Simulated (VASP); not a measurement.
Input of a VASP 6.6.1 run:

File INCAR:

```
SYSTEM = CdO
PREC = Accurate
ENCUT = 600
EDIFF = 1E-6
ISMEAR = -1
SIGMA = 0.1
LREAL = .False.
LASPH = .True.
NELM = 120
ALGO = Normal
ISIF = 2
LWAVE = .False.
LCHARG = .True.
GGA = PE
LELF = .True.
LVHAR = .True.
NBANDS = 16
GGA_COMPAT = .False.
```

File KPOINTS:

```
regular mesh
0
Gamma
  7 7 7
  0 0 0
```

File POSCAR:

```
CdO
1.0
    0.0000000000      2.3591184600      2.3591184600
    2.3591184600      0.0000000000      2.3591184600
    2.3591184600      2.3591184600      0.0000000000
Cd O
1 1
Direct
    0.0000000000      0.0000000000      0.0000000000
    0.5000000000      0.5000000000      0.5000000000
```

Potentials or basis: VASP PAW PBE potentials, release 64 (Cd, O).

Launch:

```bash
$ cat potpaw_PBE.64/Cd/POTCAR potpaw_PBE.64/O/POTCAR > POTCAR
$ mpirun -np 1 vasp_std > vasp.out
```

Question: What does it give for the band gap on the k mesh?

Answer: Zero (band 9 reaches 1.86 eV, above the bottom of band 10 at 1.47 eV).

Question: Predict the pressure.

Answer: 5.5 GPa.
